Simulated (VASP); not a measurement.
# Sb (R-3m) in VASP: a series of runs, part 2 of 2

VASP 6.6.1. Earlier steps stand in the parts before.

## Step 3: Single point, PBEsol

INCAR

```
SYSTEM = Sb
PREC     = Accurate       ! precision mode
ENCUT    = 500            ! plane-wave cutoff, eV
EDIFF    = 1E-6           ! SCF threshold, eV
ISMEAR   = 0              ! smearing method
SIGMA    = 0.1            ! smearing width, eV
LREAL    = .FALSE.        ! projectors in reciprocal space
LASPH    = .TRUE.         ! aspherical terms in the spheres
NELM     = 120            ! most SCF steps
ALGO     = Normal         ! electronic algorithm
ISIF     = 2              ! what is computed and relaxed
LWAVE    = .FALSE.        ! write WAVECAR
LCHARG   = .FALSE.        ! write CHGCAR
GGA      = PS             ! functional
NBANDS   = 22             ! bands
GGA_COMPAT= .FALSE.
```

KPOINTS

```
regular mesh
0
G
  6 6 6
  0 0 0
```

POSCAR

```
Sb
1.0
    2.1506003320      1.2416496806      3.7440000000
   -2.1506003320      1.2416496806      3.7440000000
    0.0000000000     -2.4832993611      3.7440000000
Sb
2
Direct
    0.2336400000      0.2336400000      0.2336400000
    0.7663600000      0.7663600000      0.7663600000
```

Potentials or basis: VASP PAW PBE potentials, release 64 (Sb_d_GW).

On the command line:

```console
cat potpaw_PBE.64/Sb_d_GW/POTCAR > POTCAR
mpirun -np 1 vasp_std > vasp.out
```

OUTCAR:

```text
SYSTEM = Sb
   PREC = Accurate
   ENCUT = 500
   EDIFF = 1E-6
   ISMEAR = 0
   LREAL = .FALSE.
   LASPH = .TRUE.
   NELM = 120
   ISIF = 2
   GGA = PS

 ion  position               nearest neighbor table
   1  0.234  0.234  0.234-   2 2.90   2 2.90   2 2.90   2 3.34   2 3.34   2 3.34
   2  0.766  0.766  0.766-   1 2.90   1 2.90   1 2.90   1 3.34   1 3.34   1 3.34

  LATTYP: Found a trigonal (rhomboedric) cell.
 ALAT       =     4.4926953733
 COS(alpha) =     0.5417151843

  Lattice vectors:

 A1 = (   2.1506003320,   1.2416496806,   3.7440000000)
 A2 = (  -2.1506003320,   1.2416496806,   3.7440000000)
 A3 = (   0.0000000000,  -2.4832993611,   3.7440000000)

Analysis of symmetry for initial positions (statically):
=====================================================================
 Subroutine PRICEL returns:
 Original cell was already a primitive cell.

 Routine SETGRP: Setting up the symmetry group for a
 trigonal (rhombohedral) supercell.

 Subroutine GETGRP returns: Found 12 space group operations
 (whereof 12 operations were pure point group operations)
 out of a pool of 12 trial point group operations.

The static configuration has the point symmetry D_3d.

Analysis of symmetry for dynamics (positions and initial velocities):
=====================================================================
 Subroutine PRICEL returns:
 Original cell was already a primitive cell.

 Routine SETGRP: Setting up the symmetry group for a
 trigonal (rhombohedral) supercell.

 Subroutine GETGRP returns: Found 12 space group operations
 (whereof 12 operations were pure point group operations)
 out of a pool of 12 trial point group operations.

The dynamic configuration has the point symmetry D_3d.

 Subroutine INISYM returns: Found 12 space group operations
 (whereof 12 operations are pure point group operations),
 and found     1 'primitive' translations

----------------------------------------------------------------------------------------

                                     Primitive cell

  volume of cell :      59.9854

  direct lattice vectors                    reciprocal lattice vectors
     2.150600332  1.241649681  3.744000000     0.232493222  0.134230024  0.089031339
    -2.150600332  1.241649681  3.744000000    -0.232493222  0.134230024  0.089031339
     0.000000000 -2.483299361  3.744000000     0.000000000 -0.268460048  0.089031339

  length of vectors
     4.492695373  4.492695373  4.492695373     0.282838075  0.282838075  0.282838075

  position of ions in fractional coordinates (direct lattice)
     0.233640000  0.233640000  0.233640000
     0.766360000  0.766360000  0.766360000

  ion indices of the primitive-cell ions
   primitive index   ion index
                 1           1
                 2           2

----------------------------------------------------------------------------------------

 KPOINTS: regular mesh

Automatic generation of k-mesh.
 Grid dimensions read from file:
 generate k-points for:    6    6    6

 Generating k-lattice:

  Cartesian coordinates                     Fractional coordinates (reciprocal lattice)
     0.038748870  0.022371671  0.014838557     0.166666667  0.000000000  0.000000000
    -0.038748870  0.022371671  0.014838557     0.000000000  0.166666667  0.000000000
     0.000000000 -0.044743341  0.014838557     0.000000000  0.000000000  0.166666667

  Length of vectors
     0.047139679  0.047139679  0.047139679

  Shift w.r.t. Gamma in fractional coordinates (k-lattice)
     0.000000000  0.000000000  0.000000000

 Subroutine IBZKPT returns following result:
 ===========================================

 Found     32 irreducible k-points:

 Following reciprocal coordinates:
            Coordinates               Weight
  0.000000  0.000000  0.000000      1.000000
  0.166667  0.000000  0.000000      6.000000
  0.333333  0.000000  0.000000      6.000000
  0.500000  0.000000  0.000000      3.000000
  0.166667  0.166667  0.000000      6.000000
  0.333333  0.166667  0.000000     12.000000
[... 16 lines left out ...]
  0.500000  0.500000  0.166667      6.000000
 -0.333333  0.500000  0.166667     12.000000
 [... further k-points ...]
   k-points           NKPTS =     32   k-points in BZ     NKDIM =     32   number of bands    NBANDS=     22
   number of dos      NEDOS =    301   number of ions     NIONS =      2
   total plane-waves  NPLWV =  46656
   dimension x,y,z NGX =    36 NGY =   36 NGZ =   36
   dimension x,y,z NGXF=    72 NGYF=   72 NGZF=   72
   ions per type =               2
   NGX,Y,Z   is equivalent  to a cutoff of  13.32, 13.32, 13.32 a.u.
   NGXF,Y,Z  is equivalent  to a cutoff of  26.64, 26.64, 26.64 a.u.
 SYSTEM =  Sb
   PREC   = accura    normal or accurate (medium, high low for compatibility)
   ISTART =      0    job   : 0-new  1-cont  2-samecut
   ICHARG =      2    charge: 1-file 2-atom 10-const
   ISPIN  =      1    spin polarized calculation?
   LNONCOLLINEAR =      F non collinear calculations
   LSORBIT =      F    spin-orbit coupling
   LASPH  =      T    aspherical Exc in radial PAW
   ENCUT  =  500.0 eV  36.75 Ry    6.06 a.u.   8.19  8.19  8.19*2*pi/ulx,y,z
   NELM   =    120;   NELMIN=  2; NELMDL= -5     # of ELM steps
   EDIFF  = 0.1E-05   stopping-criterion for ELM
   LREAL  =      F    real-space projection
   EDIFFG = 0.1E-04   stopping-criterion for IOM
   NSW    =      0    number of steps for IOM
   IBRION =     -1    ionic relax: 0-MD 1-quasi-New 2-CG
   NFREE  =      0    steps in history (QN), initial steepest desc. (CG)
   ISIF   =      2    stress and relaxation
   ISYM   =      2    0-nonsym 1-usesym 2-fastsym
   POTIM  = 0.5000    time-step for ionic-motion
   TEBEG  =    0.0;   TEEND  =   0.0 temperature during run
   PSTRESS=    0.0 pullay stress
   NELECT =      30.0000    total number of electrons
   NUPDOWN=      -1.0000    fix difference up-down
   EMIN   =  10.00;   EMAX   =-10.00  energy-range for DOS
   EFERMI =   0.00;   METHOD = LEGACY
   ISMEAR =     0;   SIGMA  =   0.10  broadening in eV -4-tet -1-fermi 0-gaus
   EFERMI_NEDOS =   21; number of points for ismear=-14 and -15
   IALGO  =     38    algorithm
   IMIX   =      4    mixing-type and parameters
     AMIX     =   0.40;   BMIX     =  1.00
     AMIX_MAG =   1.60;   BMIX_MAG =  1.00
  volume/ion in A,a.u.               =      29.99       202.40
  Fermi-wavevector in a.u.,A,eV,Ry     =   1.299471  2.455644 22.975140  1.688625
  Thomas-Fermi vector in A             =   2.430733
   LORBIT       =      0    0 simple, 1 ext, 2 COOP (PROOUT), +10 PAW based schemes
   GGA     = PS    functional components
   LHFCALC =     F    Hartree Fock is set to
   AEXX    =    0.0000 exact exchange contribution
   IVDW    =     0    specifies the selected vdW correction
   LEPSILON=     F    determine dielectric tensor
   LRPA    =     F    only Hartree local field effects (RPA)
 non-spin polarized calculation
 Gauss-broadening in eV      SIGMA  =   0.10
  energy-cutoff  :      500.00
  volume of cell :       59.99
 maximum number of plane-waves:      1534
 NGX is ok and might be reduce to    36
   NGX = 17   NGY = 17   NGZ = 17

 number of electron      30.0000006 magnetization

 Free energy of the ion-electron system (eV)
  ---------------------------------------------------
  ext. energy  EPLUGINS =         0.00000000
  ---------------------------------------------------
  free energy    TOTEN  =        -9.17706747 eV

  energy without entropy =       -9.17494533  energy(sigma->0) =       -9.17600640

 E-fermi :   5.3259     XC(G=0): -10.0950

 val. band max:        5.0536030356   @ k =   0.5000   0.0000   0.0000
 cond. band min:       5.3430331049   @ k =   0.3333   0.1667   0.1667
 fundamental gap:      0.2894300693
 Fermi energy:         5.3258907983

 k-point     1 :       0.0000    0.0000    0.0000
  band No.  band energies     occupation
      1     -24.0896      2.00000
      2     -24.0896      2.00000
      3     -23.9983      2.00000
      4     -23.9983      2.00000
      5     -23.9733      2.00000
      6     -23.8816      2.00000
[... 14 lines left out ...]
     21      10.5104      0.00000
     22      11.7538      0.00000
[... 552 lines left out ...]
  band No.  band energies     occupation
      1     -24.0671      2.00000
      2     -24.0035      2.00000
      3     -23.9837      2.00000
      4     -23.9564      2.00000
      5     -23.9322      2.00000
      6     -23.9265      2.00000
[... 14 lines left out ...]
     21      15.4653      0.00000
     22      16.0995      0.00000

 [... further k-points ...]

------------------------ aborting loop because EDIFF is reached ----------------------------------------

  FORCE on cell =-STRESS in cart. coord.  units (eV):
  Direction    XX          YY          ZZ          XY          YZ          ZX
  --------------------------------------------------------------------------------------
  -------------------------------------------------------------------------------------
  Total        0.1849963      0.1849963      0.0741426      0.0000000      0.0000000      0.0000000
  in kB        4.9411470      4.9411470      1.9803068      0.0000000      0.0000000      0.0000000
  external PRESSURE =       3.9542003 kB  Pullay stress =       0.0000000 kB

 VOLUME and BASIS-vectors are now :
 -----------------------------------------------------------------------------
  energy-cutoff  :      500.00
  volume of cell :       59.99
      direct lattice vectors                 reciprocal lattice vectors
     2.150600332  1.241649681  3.744000000     0.232493222  0.134230024  0.089031339
    -2.150600332  1.241649681  3.744000000    -0.232493222  0.134230024  0.089031339
     0.000000000 -2.483299361  3.744000000     0.000000000 -0.268460048  0.089031339

 POSITION                                       TOTAL-FORCE (eV/Angst)
 -----------------------------------------------------------------------------------
      0.00000      0.00000      2.62424         0.000000      0.000000      0.036711
      0.00000      0.00000      8.60776         0.000000     -0.000000     -0.036711
 -----------------------------------------------------------------------------------
    total drift:                               -0.000000      0.000000      0.000000

  FREE ENERGIE OF THE ION-ELECTRON SYSTEM (eV)
  ---------------------------------------------------
  free  energy   TOTEN  =        -9.1770674699 eV

  energy  without entropy=       -9.1749453289  energy(sigma->0) =       -9.17600640
```

It took 84 s on 1 thread of AMD EPYC 7R13 (Zen 3), shared host; peak memory 0.19 GiB.

What came out:

| Item | Value |
| --- | --- |
| Free energy | -9.1771 eV |
| Pressure | 0.4 GPa |
| Largest force | 0.037 eV/Å |
| Band gap on the k mesh | zero (band 15 reaches 5.34 eV, above the bottom of band 16 at 5.05 eV) |

Forces in eV/Å, atoms in the order of the input:
```
Sb   0.000  0.000  0.037
Sb   0.000  0.000 -0.037
```

Levels at points of the mesh, in eV from the Fermi level:
```
           k point  band 13  band 14  band 15  band 16  band 17  band 18
(0.00, 0.00, 0.00)    -2.11    -1.84    -1.84     2.06     2.67     2.67
(0.50, 0.00, 0.00)    -1.97    -1.86    -0.35    -0.27     0.11     0.42
(0.50, 0.50, 0.00)    -5.55    -3.83    -3.73     1.43     4.92     5.48
(0.50, 0.50, 0.50)    -1.35    -1.35    -0.53     0.06     0.06     1.03
```

Caveat: the PAW data sets were made with another functional, which shifts forces and pressure a little; spin-orbit coupling is left out, which moves the levels of the heavy elements.
